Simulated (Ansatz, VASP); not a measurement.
This is a calculation of AlSn for VASP 6.6.1.

Contents of POSCAR:

```
AlSn
1.0
    4.1413675035      0.0000000000      0.0000000000
   -2.0706837517      3.5865294644      0.0000000000
    0.0000000000      0.0000000000      3.2621543997
Sn Al
1 1
Direct
    0.3333333333      0.6666666667      0.5000000000
    0.0000000000      0.0000000000      0.0000000000
```

INCAR.step1

```
SYSTEM = AlSn
  PREC = Accurate
  ENCUT = 520
  EDIFF = 1E-5
  ISMEAR = -1
  SIGMA = 0.05
  LREAL = .FALSE.
  LASPH = .TRUE.
  NELM = 80
  ALGO = Normal
  ISIF = 2
  LWAVE = .TRUE.
  GGA = PE
  NBANDS = 16
```

File INCAR.step2:

```
SYSTEM = AlSn
  PREC = Accurate
  ENCUT = 520
  EDIFF = 1E-7
  ISMEAR = -1
  SIGMA = 0.05
  LREAL = .FALSE.
  LASPH = .TRUE.
  NELM = 80
  ALGO = Normal
  ISIF = 2
  LWAVE = .FALSE.
  LCHARG = .TRUE.
  GGA = PE
  LHFCALC = .TRUE.
  HFSCREEN = 0.2079
  PRECFOCK = Normal
  LELF = .TRUE.
  LVHAR = .TRUE.
  ISTART = 1
  NBANDS = 16
```

The input KPOINTS:

```
Automatic mesh
0
G
  4 4 6
  0 0 0
```

Potentials or basis: VASP PAW PBE potentials, release 64 (Sn_d, Al).

Command:

```sh
$ cat potpaw_PBE.64/Sn_d/POTCAR potpaw_PBE.64/Al/POTCAR > POTCAR
$ cp INCAR.step1 INCAR
$ mpirun -np 1 vasp_std > vasp.out
$ cp INCAR.step2 INCAR
$ mpirun -np 1 vasp_std > vasp.out
```

**Question.** Set up the same calculation for Ansatz 0.2.0. Potentials there: Ansatz PAW.

**Answer.** As run (the cutoff follows the program's own potentials):

input

```
crystal:
  lattice:
    - [4.1413675035, 0.0, 0.0]
    - [-2.0706837517, 3.5865294644, 0.0]
    - [0.0, 0.0, 3.2621543997]
  atoms:
    - { symbol: Sn, position: [0.3333333333, 0.6666666667, 0.5] }
    - { symbol: Al, position: [0.0, 0.0, 0.0] }
hamiltonian:
  xc: hse06
  pseudopotentials: { kind: paw }
kpoints:
  mp_grid: { grid: [4, 4, 6] }
scf:
  occupations: { method: fermi_dirac, width: 0.05 }
output:
  forces: true
  stress: true
  eigenvalues: true
```

Both were run:

|  | VASP | Ansatz | Ansatz less VASP |
| --- | --- | --- | --- |
| gap on the k mesh at the Fermi level (eV) | none | none | - |
| pressure (GPa) | 1.0 | 1.0 | 0.00 |
| traceless stress, the component that is largest in VASP (GPa) | -0.74 | -0.58 | +0.159 |

A gap of «none» marks a metal or a gap that the smearing closes.

The k mesh is coarse, so the values compare programs but aren't converged.
